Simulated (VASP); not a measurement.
# As (R-3m) in VASP: single point with revPBE

Aim: the single point of As with revPBE.

Everything below comes from runs of VASP 6.6.1. Logs are shortened: lines on timing, memory, paths and dates and some standing lists are left out, and cuts for length are marked.

### 1 The cell of the first run

The structure is trigonal, space group R-3m (No. 166). Conventional cell: a = 3.635 Å, b = 3.635 Å, c = 21.188 Å, α = 90.00°, β = 90.00°, γ = 120.00°. As (site symmetry 3m) has 3 As at 2.52 Å within 3.3 Å.

### 2 Single point, revPBE

INCAR reads:

```
SYSTEM = As
  PREC = Accurate
  ENCUT = 520
  EDIFF = 1E-6
  ISMEAR = -1
  SIGMA = 0.1
  LREAL = .FALSE.
  LASPH = .TRUE.
  NELM = 100
  ALGO = Normal
  ISIF = 2
  LWAVE = .FALSE.
  LCHARG = .TRUE.
  GGA = RE
  LELF = .TRUE.
  LVHAR = .TRUE.
  NBANDS = 12
```

KPOINTS reads:

```
Automatic mesh
0
G
  10 10 10
  0 0 0
```

POSCAR reads:

```
As
1.0
    1.8175123326      1.0493412345      7.0626426763
   -1.8175123326      1.0493412345      7.0626426763
    0.0000000000     -2.0986824689      7.0626426764
As
2
Direct
    0.8005360243      0.8005360243      0.8005360243
    0.1994639757      0.1994639757      0.1994639757
```

Potentials or basis: VASP PAW PBE potentials, release 64 (As).

Run with:

```console
> cat potpaw_PBE.64/As/POTCAR > POTCAR
> mpirun -np 1 vasp_std > vasp.out
```

OUTCAR:

```text
SYSTEM = As
   PREC = Accurate
   ENCUT = 520
   EDIFF = 1E-6
   ISMEAR = -1
   LREAL = .FALSE.
   LASPH = .TRUE.
   NELM = 100
   ISIF = 2
   GGA = RE

 ion  position               nearest neighbor table
   1  0.801  0.801  0.801-   2 2.52   2 2.52   2 2.52
   2  0.199  0.199  0.199-   1 2.52   1 2.52   1 2.52

  LATTYP: Found a trigonal (rhomboedric) cell.
 ALAT       =     7.3678619476
 COS(alpha) =     0.8782968641

  Lattice vectors:

 A1 = (   1.8175123326,   1.0493412345,   7.0626426763)
 A2 = (  -1.8175123326,   1.0493412345,   7.0626426763)
 A3 = (   0.0000000000,  -2.0986824689,   7.0626426764)

Analysis of symmetry for initial positions (statically):
=====================================================================
 Subroutine PRICEL returns:
 Original cell was already a primitive cell.

 Routine SETGRP: Setting up the symmetry group for a
 trigonal (rhombohedral) supercell.

 Subroutine GETGRP returns: Found 12 space group operations
 (whereof 12 operations were pure point group operations)
 out of a pool of 12 trial point group operations.

The static configuration has the point symmetry D_3d.

Analysis of symmetry for dynamics (positions and initial velocities):
=====================================================================
 Subroutine PRICEL returns:
 Original cell was already a primitive cell.

 Routine SETGRP: Setting up the symmetry group for a
 trigonal (rhombohedral) supercell.

 Subroutine GETGRP returns: Found 12 space group operations
 (whereof 12 operations were pure point group operations)
 out of a pool of 12 trial point group operations.

The dynamic configuration has the point symmetry D_3d.

 Subroutine INISYM returns: Found 12 space group operations
 (whereof 12 operations are pure point group operations),
 and found     1 'primitive' translations

----------------------------------------------------------------------------------------

                                     Primitive cell

  volume of cell :      80.8188

  direct lattice vectors                    reciprocal lattice vectors
     1.817512333  1.049341234  7.062642676     0.275101297  0.158829808  0.047196687
    -1.817512333  1.049341234  7.062642676    -0.275101297  0.158829808  0.047196687
     0.000000000 -2.098682469  7.062642676     0.000000000 -0.317659616  0.047196687

  length of vectors
     7.367861948  7.367861948  7.367861948     0.321146631  0.321146631  0.321146631

[... 88 lines left out ...]
   POTIM  = 0.5000    time-step for ionic-motion
   TEBEG  =    0.0;   TEEND  =   0.0 temperature during run
   PSTRESS=    0.0 pullay stress
   NELECT =      10.0000    total number of electrons
   NUPDOWN=      -1.0000    fix difference up-down
   EMIN   =  10.00;   EMAX   =-10.00  energy-range for DOS
   EFERMI =   0.00;   METHOD = LEGACY
   ISMEAR =    -1;   SIGMA  =   0.10  broadening in eV -4-tet -1-fermi 0-gaus
   EFERMI_NEDOS =   21; number of points for ismear=-14 and -15
   IALGO  =     38    algorithm
   IMIX   =      4    mixing-type and parameters
     AMIX     =   0.40;   BMIX     =  1.00
     AMIX_MAG =   1.60;   BMIX_MAG =  1.00
  volume/ion in A,a.u.               =      40.41       272.70
  Fermi-wavevector in a.u.,A,eV,Ry     =   0.815775  1.541592  9.054536  0.665490
  Thomas-Fermi vector in A             =   1.925924
   LORBIT       =      0    0 simple, 1 ext, 2 COOP (PROOUT), +10 PAW based schemes
   GGA     = RE    functional components
   LHFCALC =     F    Hartree Fock is set to
   AEXX    =    0.0000 exact exchange contribution
   IVDW    =     0    specifies the selected vdW correction
   LEPSILON=     F    determine dielectric tensor
   LRPA    =     F    only Hartree local field effects (RPA)
 non-spin polarized calculation
  energy-cutoff  :      520.00
  volume of cell :       80.82
 maximum number of plane-waves:      2211
   NGX = 27   NGY = 27   NGZ = 27

 number of electron      10.0000001 magnetization

 Free energy of the ion-electron system (eV)
  ---------------------------------------------------
  ext. energy  EPLUGINS =         0.00000000
  ---------------------------------------------------
  free energy    TOTEN  =        -8.84117636 eV

  energy without entropy =       -8.84112554  energy(sigma->0) =       -8.84115095

 E-fermi :   0.7068     XC(G=0):  -6.4502

 val. band max:       -0.1271972082   @ k =   0.5000   0.5000   0.5000
 cond. band min:       1.5145878339   @ k =   0.3000  -0.0000  -0.0000
 fundamental gap:      1.6417850421
 Fermi energy:         0.7067569083

 k-point     1 :       0.0000    0.0000    0.0000
  band No.  band energies     occupation
      1     -13.3901      2.00000
      2      -7.1344      2.00000
      3      -0.6527      2.00000
      4      -0.1275      1.99952
      5      -0.1275      1.99952
      6       1.9095      0.00001
      7       3.3709      0.00000
      8       3.3709      0.00000
      9       5.9700      0.00000
     10       8.5319      0.00000
     11       9.2962      0.00000
     12       9.9418      0.00000
[... 331 lines left out ...]
 k-point    24 :       0.4000    0.3000    0.0000
  band No.  band energies     occupation
      1     -11.8065      2.00000
      2      -8.1430      2.00000
      3      -3.5117      2.00000
      4      -2.2992      2.00000
      5      -0.8170      2.00000
      6       2.2617      0.00000
      7       3.8282      0.00000
      8       4.0426      0.00000
      9       6.8066      0.00000
     10       7.7406      0.00000
     11       9.5995      0.00000
     12      10.5610      0.00000

 [... further k-points ...]

------------------------ aborting loop because EDIFF is reached ----------------------------------------

  FORCE on cell =-STRESS in cart. coord.  units (eV):
  Direction    XX          YY          ZZ          XY          YZ          ZX
  --------------------------------------------------------------------------------------
  -------------------------------------------------------------------------------------
  Total        0.0822404      0.0822404      0.1298150      0.0000000     -0.0000000      0.0000000
  in kB        1.6303591      1.6303591      2.5734913      0.0000000     -0.0000000      0.0000000
  external PRESSURE =       1.9447365 kB  Pullay stress =       0.0000000 kB

 VOLUME and BASIS-vectors are now :
 -----------------------------------------------------------------------------
  energy-cutoff  :      520.00
  volume of cell :       80.82
      direct lattice vectors                 reciprocal lattice vectors
     1.817512333  1.049341234  7.062642676     0.275101297  0.158829808  0.047196687
    -1.817512333  1.049341234  7.062642676    -0.275101297  0.158829808  0.047196687
     0.000000000 -2.098682469  7.062642676     0.000000000 -0.317659616  0.047196687

 POSITION                                       TOTAL-FORCE (eV/Angst)
 -----------------------------------------------------------------------------------
      0.00000      0.00000     16.96170         0.000000     -0.000000     -0.073808
      0.00000      0.00000      4.22623         0.000000      0.000000      0.073808
 -----------------------------------------------------------------------------------
    total drift:                               -0.000000      0.000000     -0.000000

  FREE ENERGIE OF THE ION-ELECTRON SYSTEM (eV)
  ---------------------------------------------------
  free  energy   TOTEN  =        -8.8411763640 eV

  energy  without entropy=       -8.8411255447  energy(sigma->0) =       -8.84115095
```

stdout:

```text
POSCAR found type information on POSCAR As
 POSCAR found :  1 types and       2 ions
 scaLAPACK will be used
 -----------------------------------------------------------------------------
|                                                                             |
|                                                                             |
|     You enforced a specific xc type in the INCAR file but a different       |
|     I HOPE YOU KNOW WHAT YOU ARE DOING!                                     |
|                                                                             |
 -----------------------------------------------------------------------------

 LDA part: xc-table for (Slater+PW92), standard interpolation
 POSCAR, INCAR and KPOINTS ok, starting setup
 FFT: planning ... GRIDC
 FFT: planning ... GRID_SOFT
 FFT: planning ... GRID
 WAVECAR not read
 entering main loop
```

Wall time 4 min (1 thread of AMD EPYC 9R45 (Zen 5), shared host); peak memory 0.42 GiB.

Results:

- Free energy: -8.8412 eV
- Pressure: 0.2 GPa
- Largest force: 0.074 eV/Å
- Band gap on the k mesh: 1.64 eV, indirect (least direct gap 1.83 eV)

Forces on the atoms (eV/Å):
```
As   0.000  0.000 -0.074
As   0.000  0.000  0.074
```

Levels at points of the mesh, in eV from the valence-band top:
```
           k point  band 3  band 4  band 5  band 6  band 7  band 8
(0.00, 0.00, 0.00)   -0.53    0.00    0.00    2.04    3.50    3.50
(0.50, 0.00, 0.00)   -3.25   -1.82   -1.41    2.01    3.19    4.54
(0.50, 0.50, 0.00)   -3.26   -1.82   -1.46    2.08    3.42    4.56
(0.50, 0.50, 0.50)   -0.22    0.00    0.00    1.83    3.49    3.49
```

Caveat: the PAW data sets were made with another functional, which shifts forces and pressure a little.
